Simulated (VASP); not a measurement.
A run of VASP 6.6.1 is set up as follows.

INCAR

```
SYSTEM = Ba
AGGAC = 1.0
AGGAX = 1.0
ALDAC = 0.0
ALDAX = 1.0
ALGO = Normal
EDIFF = 1E-6
ENCUT = 520
GGA = B5
ISIF = 2
ISMEAR = -1
LASPH = .True.
LCHARG = .False.
LREAL = .False.
LWAVE = .False.
NBANDS = 28
NELM = 60
PREC = Accurate
SIGMA = 0.1
```

The input KPOINTS:

```
k-points
0
Gamma
  9 9 3
  0 0 0
```

The input POSCAR:

```
Ba
1.0
    4.3722792611      0.0000000000      0.0000000000
   -2.1861396306      3.7865049126      0.0000000000
    0.0000000000      0.0000000000     14.2711923636
Ba
4
Direct
    0.0000000000      1.0000000000      1.0000000000
    0.0000000000      1.0000000000      0.5000000000
    0.3333333333      0.6666666667      0.2500000000
    0.6666666667      0.3333333333      0.7500000000
```

Potentials or basis: VASP PAW PBE potentials, release 64 (Ba_sv).

The run is started by

```sh
$ cat potpaw_PBE.64/Ba_sv/POTCAR > POTCAR
$ mpirun -np 1 vasp_std > vasp.out
```

(1) What does it give for the band gap on the k mesh?

(2) What does it give for the pressure?

## Answers

(1) zero (bands 20 and 21 overlap by 0.25 eV).

(2) 1.3 GPa.

Caveat: the PAW data sets were made with another functional, which shifts forces and pressure a little; spin-orbit coupling is left out, which moves the levels of the heavy elements.
